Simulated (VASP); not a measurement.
# Li (P6/mmm) in VASP: a series of runs

Li is run at these levels: PBE; tasks: single point.

All numbers are computed with VASP 6.6.1; they aren't measurements. Logs are shortened: lines on timing, memory, paths and dates and some standing lists are left out, and cuts for length are marked.

## Step 1: The cell of the first run

The structure is hexagonal, space group P6/mmm (No. 191). The conventional cell has a = 4.930 Å, b = 4.930 Å, c = 2.886 Å, α = 90.00°, β = 90.00°, γ = 120.00°. Li (site symmetry 6/mmm) has 14 Li at 2.89 to 3.19 Å within 3.8 Å. Li (site symmetry -6m2) has 11 Li at 2.85 to 3.19 Å within 3.8 Å.

This isn't the form of Li at room conditions, which is bcc.

## Step 2: Single point, PBE (20.25 Å³/atom)

INCAR

```
SYSTEM = Li
PREC = Accurate ; ENCUT = 520
EDIFF = 1E-6 ; ISMEAR = -1
SIGMA = 0.1 ; LREAL = .False.
LASPH = .True. ; NELM = 100
ALGO = Normal ; ISIF = 2
LWAVE = .False. ; LCHARG = .True.
GGA = PE ; LELF = .True.
LVHAR = .True. ; NBANDS = 12
```

KPOINTS

```
Automatic mesh
0
Gamma
  8 8 12
  0 0 0
```

POSCAR

```
Li
1.0
    4.9301984858      0.0000000000      0.0000000000
   -2.4650992429      4.2696771344      0.0000000000
    0.0000000000      0.0000000000      2.8856942931
Li
3
Direct
    1.0000000000      0.0000000000      1.0000000000
    0.3333333333      0.6666666667      0.5000000000
    0.6666666667      0.3333333333      0.5000000000
```

Potentials or basis: VASP PAW PBE potentials, release 64 (Li_sv).

Started as:

```sh
$ cat potpaw_PBE.64/Li_sv/POTCAR > POTCAR
$ mpirun -np 1 vasp_std > vasp.out
```

OUTCAR:

```text
SYSTEM = Li
   PREC = Accurate
   ENCUT = 520
   EDIFF = 1E-6
   ISMEAR = -1
   LREAL = .False.
   LASPH = .True.
   NELM = 100
   ISIF = 2
   GGA = PE

 ion  position               nearest neighbor table
   1  0.000  0.000  0.000-
   2  0.333  0.667  0.500-
   3  0.667  0.333  0.500-

  LATTYP: Found a hexagonal cell.
 ALAT       =     4.9301984858
 C/A-ratio  =     0.5853099630

  Lattice vectors:

 A1 = (   4.9301984858,   0.0000000000,   0.0000000000)
 A2 = (  -2.4650992429,   4.2696771344,   0.0000000000)
 A3 = (   0.0000000000,   0.0000000000,   2.8856942931)

Analysis of symmetry for initial positions (statically):
=====================================================================
 Subroutine PRICEL returns:
 Original cell was already a primitive cell.

 Routine SETGRP: Setting up the symmetry group for a
 hexagonal supercell.

 Subroutine GETGRP returns: Found 24 space group operations
 (whereof 24 operations were pure point group operations)
 out of a pool of 24 trial point group operations.

The static configuration has the point symmetry D_6h.

Analysis of symmetry for dynamics (positions and initial velocities):
=====================================================================
 Subroutine PRICEL returns:
 Original cell was already a primitive cell.

 Routine SETGRP: Setting up the symmetry group for a
 hexagonal supercell.

 Subroutine GETGRP returns: Found 24 space group operations
 (whereof 24 operations were pure point group operations)
 out of a pool of 24 trial point group operations.

The dynamic configuration has the point symmetry D_6h.

 Subroutine INISYM returns: Found 24 space group operations
 (whereof 24 operations are pure point group operations),
 and found     1 'primitive' translations

----------------------------------------------------------------------------------------

                                     Primitive cell

  volume of cell :      60.7449

  direct lattice vectors                    reciprocal lattice vectors
     4.930198486  0.000000000  0.000000000     0.202831590  0.117104873  0.000000000
    -2.465099243  4.269677134  0.000000000     0.000000000  0.234209747  0.000000000
     0.000000000  0.000000000  2.885694293     0.000000000  0.000000000  0.346537054

  length of vectors
     4.930198486  4.930198486  2.885694293     0.234209747  0.234209747  0.346537054

  position of ions in fractional coordinates (direct lattice)
     0.000000000  0.000000000  0.000000000
     0.333333333  0.666666667  0.500000000
     0.666666667  0.333333333  0.500000000

  ion indices of the primitive-cell ions
   primitive index   ion index
                 1           1
                 2           2
                 3           3

----------------------------------------------------------------------------------------

 KPOINTS: Automatic mesh

Automatic generation of k-mesh.
 Grid dimensions read from file:
 generate k-points for:    8    8   12

 Generating k-lattice:

  Cartesian coordinates                     Fractional coordinates (reciprocal lattice)
     0.025353949  0.014638109  0.000000000     0.125000000  0.000000000  0.000000000
     0.000000000  0.029276218  0.000000000     0.000000000  0.125000000  0.000000000
     0.000000000  0.000000000  0.028878088     0.000000000  0.000000000  0.083333333

  Length of vectors
     0.029276218  0.029276218  0.028878088

  Shift w.r.t. Gamma in fractional coordinates (k-lattice)
     0.000000000  0.000000000  0.000000000

 Subroutine IBZKPT returns following result:
 ===========================================

 Found     70 irreducible k-points:

 Following reciprocal coordinates:
            Coordinates               Weight
  0.000000  0.000000  0.000000      1.000000
  0.125000  0.000000  0.000000      6.000000
  0.250000  0.000000  0.000000      6.000000
  0.375000  0.000000  0.000000      6.000000
  0.500000  0.000000  0.000000      3.000000
  0.125000  0.125000  0.000000      6.000000
[... 16 lines left out ...]
  0.250000  0.000000  0.166667     12.000000
  0.375000  0.000000  0.166667     12.000000
 [... further k-points ...]
   k-points           NKPTS =     70   k-points in BZ     NKDIM =     70   number of bands    NBANDS=     12
   number of dos      NEDOS =    301   number of ions     NIONS =      3
   total plane-waves  NPLWV =  38400
   dimension x,y,z NGX =    40 NGY =   40 NGZ =   24
   dimension x,y,z NGXF=    80 NGYF=   80 NGZF=   48
   ions per type =               3
   NGX,Y,Z   is equivalent  to a cutoff of  13.49, 13.49, 13.83 a.u.
   NGXF,Y,Z  is equivalent  to a cutoff of  26.98, 26.98, 27.65 a.u.
 SYSTEM =  Li
   PREC   = accura    normal or accurate (medium, high low for compatibility)
   ISTART =      0    job   : 0-new  1-cont  2-samecut
   ICHARG =      2    charge: 1-file 2-atom 10-const
   ISPIN  =      1    spin polarized calculation?
   LNONCOLLINEAR =      F non collinear calculations
   LSORBIT =      F    spin-orbit coupling
   LASPH  =      T    aspherical Exc in radial PAW
   ENCUT  =  520.0 eV  38.22 Ry    6.18 a.u.   9.17  9.17  5.37*2*pi/ulx,y,z
   NELM   =    100;   NELMIN=  2; NELMDL= -5     # of ELM steps
   EDIFF  = 0.1E-05   stopping-criterion for ELM
   LREAL  =      F    real-space projection
   EDIFFG = 0.1E-04   stopping-criterion for IOM
   NSW    =      0    number of steps for IOM
   IBRION =     -1    ionic relax: 0-MD 1-quasi-New 2-CG
   NFREE  =      0    steps in history (QN), initial steepest desc. (CG)
   ISIF   =      2    stress and relaxation
   ISYM   =      2    0-nonsym 1-usesym 2-fastsym
   POTIM  = 0.5000    time-step for ionic-motion
   TEBEG  =    0.0;   TEEND  =   0.0 temperature during run
   PSTRESS=    0.0 pullay stress
   NELECT =       9.0000    total number of electrons
   NUPDOWN=      -1.0000    fix difference up-down
   EMIN   =  10.00;   EMAX   =-10.00  energy-range for DOS
   EFERMI =   0.00;   METHOD = LEGACY
   ISMEAR =    -1;   SIGMA  =   0.10  broadening in eV -4-tet -1-fermi 0-gaus
   EFERMI_NEDOS =   21; number of points for ismear=-14 and -15
   IALGO  =     38    algorithm
   IMIX   =      4    mixing-type and parameters
     AMIX     =   0.40;   BMIX     =  1.00
     AMIX_MAG =   1.60;   BMIX_MAG =  1.00
  volume/ion in A,a.u.               =      20.25       136.64
  Fermi-wavevector in a.u.,A,eV,Ry     =   0.866268  1.637010 10.210094  0.750421
  Thomas-Fermi vector in A             =   1.984633
   LORBIT       =      0    0 simple, 1 ext, 2 COOP (PROOUT), +10 PAW based schemes
   GGA     = PE    functional components
   LHFCALC =     F    Hartree Fock is set to
   AEXX    =    0.0000 exact exchange contribution
   IVDW    =     0    specifies the selected vdW correction
   LEPSILON=     F    determine dielectric tensor
   LRPA    =     F    only Hartree local field effects (RPA)
 non-spin polarized calculation
  energy-cutoff  :      520.00
  volume of cell :       60.74
 maximum number of plane-waves:      1654
 NGX is ok and might be reduce to    40
   NGX = 19   NGY = 19   NGZ = 11

 number of electron       8.9999989 magnetization

 Free energy of the ion-electron system (eV)
  ---------------------------------------------------
  ext. energy  EPLUGINS =         0.00000000
  ---------------------------------------------------
  free energy    TOTEN  =        -5.70166089 eV

  energy without entropy =       -5.65320078  energy(sigma->0) =       -5.67743084

 E-fermi :   0.6275     XC(G=0):  -7.0465

 val. band max:        0.5930401124   @ k =   0.2500   0.1250   0.0000
 cond. band min:       0.6465054486   @ k =   0.2500   0.2500   0.2500
 fundamental gap:      0.0534653362
 Fermi energy:         0.6274665219

 k-point     1 :       0.0000    0.0000    0.0000
  band No.  band energies     occupation
      1     -45.9585      2.00000
      2     -45.9378      2.00000
      3     -45.8398      2.00000
      4      -2.9311      2.00000
      5       2.7262      0.00000
      6       2.7262      0.00000
      7       2.7834      0.00000
      8       2.7834      0.00000
      9       6.4777      0.00000
     10       6.6458      0.00000
     11      10.8206      0.00000
     12      14.9582      0.00000

 k-point     2 :       0.1250    0.0000    0.0000
  band No.  band energies     occupation
      1     -45.9578      2.00000
      2     -45.9385      2.00000
      3     -45.8398      2.00000
      4      -2.8354      2.00000
      5       1.6293      0.00009
      6       1.8685      0.00001
      7       3.5087      0.00000
      8       3.8910      0.00000
      9       6.8477      0.00000
     10       7.0225      0.00000
     11      10.9387      0.00000
     12      14.1757      0.00000

 k-point     3 :       0.2500    0.0000    0.0000
  band No.  band energies     occupation
      1     -45.9558      2.00000
      2     -45.9404      2.00000
      3     -45.8400      2.00000
      4      -2.5488      2.00000
      5       0.4801      1.62720
      6       1.2348      0.00460
      7       3.7315      0.00000
      8       5.2726      0.00000
      9       7.5977      0.00000
     10       8.3016      0.00000
     11      11.2911      0.00000
     12      12.7679      0.00000
[... 286 lines left out ...]
 k-point    23 :       0.2500    0.0000    0.1667
  band No.  band energies     occupation
      1     -45.9528      2.00000
      2     -45.9377      2.00000
      3     -45.8372      2.00000
      4      -2.1726      2.00000
      5       0.9008      0.12210
      6       1.7239      0.00003
      7       3.9449      0.00000
      8       5.7471      0.00000
      9       6.9208      0.00000
     10       7.9367      0.00000
     11       9.5375      0.00000
     12      12.1557      0.00000

 k-point    24 :       0.3750    0.0000    0.1667
  band No.  band energies     occupation
      1     -45.9501      2.00000
      2     -45.9402      2.00000
      3     -45.8373      2.00000
      4      -1.6895      2.00000
      5      -0.1449      1.99912
      6       1.3440      0.00155
      7       3.8806      0.00000
      8       7.3516      0.00000
      9       7.8695      0.00000
     10       9.1031      0.00000
     11       9.8341      0.00000
     12      11.0628      0.00000

 [... further k-points ...]

------------------------ aborting loop because EDIFF is reached ----------------------------------------

  FORCE on cell =-STRESS in cart. coord.  units (eV):
  Direction    XX          YY          ZZ          XY          YZ          ZX
  --------------------------------------------------------------------------------------
  -------------------------------------------------------------------------------------
  Total       -0.0406057     -0.0406057      0.0262850      0.0000000     -0.0000000     -0.0000000
  in kB       -1.0709963     -1.0709963      0.6932810      0.0000000     -0.0000000     -0.0000000
  external PRESSURE =      -0.4829039 kB  Pullay stress =       0.0000000 kB

 VOLUME and BASIS-vectors are now :
 -----------------------------------------------------------------------------
  energy-cutoff  :      520.00
  volume of cell :       60.74
      direct lattice vectors                 reciprocal lattice vectors
     4.930198486  0.000000000  0.000000000     0.202831590  0.117104873  0.000000000
    -2.465099243  4.269677134  0.000000000     0.000000000  0.234209747  0.000000000
     0.000000000  0.000000000  2.885694293     0.000000000  0.000000000  0.346537054

 POSITION                                       TOTAL-FORCE (eV/Angst)
 -----------------------------------------------------------------------------------
      0.00000      0.00000      0.00000        -0.000000      0.000000      0.000000
     -0.00000      2.84645      1.44285         0.000000     -0.000000      0.000000
      2.46510      1.42323      1.44285        -0.000000     -0.000000     -0.000000
 -----------------------------------------------------------------------------------
    total drift:                               -0.000000      0.000000      0.000000

  FREE ENERGIE OF THE ION-ELECTRON SYSTEM (eV)
  ---------------------------------------------------
  free  energy   TOTEN  =        -5.7016608950 eV

  energy  without entropy=       -5.6532007813  energy(sigma->0) =       -5.67743084
```

Wall time 38 s (1 thread of Intel Xeon Platinum 8488C (Sapphire Rapids), shared host); peak memory 0.19 GiB.

What came out:

- Free energy: -5.7017 eV
- Band gap on the k mesh: zero (an odd number of electrons rules out a gap without spin polarisation)

Levels at points of the mesh, in eV from the Fermi level:
```tsv
k point	band 2	band 3	band 4	band 5	band 6	band 7
(0.00, 0.00, 0.00)	-46.57	-46.47	-3.56	2.10	2.10	2.16
(0.50, 0.00, 0.00)	-46.57	-46.47	-2.04	-2.02	0.10	3.09
(0.00, 0.00, 0.50)	-46.55	-46.46	-0.52	0.14	5.42	5.47
(0.50, 0.00, 0.50)	-46.56	-46.46	0.60	0.73	1.98	3.02
```

Caveat: the cutoff is under 1.25 times the usual one of these potentials, so pressure, stress and relaxed cells hold a basis-set (Pulay) error.

## Step 3: Single point, PBE (21.06 Å³/atom)

This run uses another cell than the first one, of 21.06 Å³/atom.

INCAR

```
  PREC = Accurate
  ENCUT = 520
  EDIFF = 1E-7
  ISMEAR = -1
  SIGMA = 0.1
  LREAL = False
  LASPH = True
  NELM = 60
  ALGO = Normal
  ISIF = 2
  LWAVE = False
  LCHARG = False
  GGA = PE
  NBANDS = 12
```

KPOINTS

```
Automatic mesh
0
Gamma
  8 8 12
```

POSCAR

```
Li
1.0
    4.9950769586      0.0000000000      0.0000000000
   -2.4975384793      4.3258635400      0.0000000000
    0.0000000000      0.0000000000      2.9236683096
Li
3
Direct
    1.0000000000      0.0000000000      1.0000000000
    0.3333333333      0.6666666667      0.5000000000
    0.6666666667      0.3333333333      0.5000000000
```

Potentials or basis: VASP PAW PBE potentials, release 64 (Li_sv).

Started as:

```sh
$ cat potpaw_PBE.64/Li_sv/POTCAR > POTCAR
$ mpirun -np 1 vasp_std > vasp.out
```

It took 55 s on 1 thread of Intel Xeon Platinum 8488C (Sapphire Rapids), shared host; peak memory 0.19 GiB.

The run converged. Its results:

- Free energy: -5.6988 eV
- Band gap on the k mesh: zero (an odd number of electrons rules out a gap without spin polarisation)

Levels at points of the mesh, in eV from the Fermi level:
| k point | band 1 | band 2 | band 3 | band 4 | band 5 | band 6 | band 7 | band 8 | band 9 |
| --- | --- | --- | --- | --- | --- | --- | --- | --- | --- |
| (0.00, 0.00, 0.00) | -46.65 | -46.63 | -46.54 | -3.51 | 2.06 | 2.06 | 2.12 | 2.12 | 5.63 |
| (0.50, 0.00, 0.00) | -46.64 | -46.64 | -46.54 | -2.01 | -1.99 | 0.11 | 2.96 | 7.87 | 7.95 |
| (0.00, 0.00, 0.50) | -46.64 | -46.62 | -46.53 | -0.50 | 0.11 | 5.28 | 5.33 | 5.33 | 6.22 |
| (0.50, 0.00, 0.50) | -46.63 | -46.63 | -46.53 | 0.60 | 0.72 | 1.93 | 2.91 | 3.93 | 4.90 |

Caveat: the cutoff is under 1.25 times the usual one of these potentials, so pressure, stress and relaxed cells hold a basis-set (Pulay) error.

The gap in the log of VASP goes by the Fermi energy; the results here count the filled bands.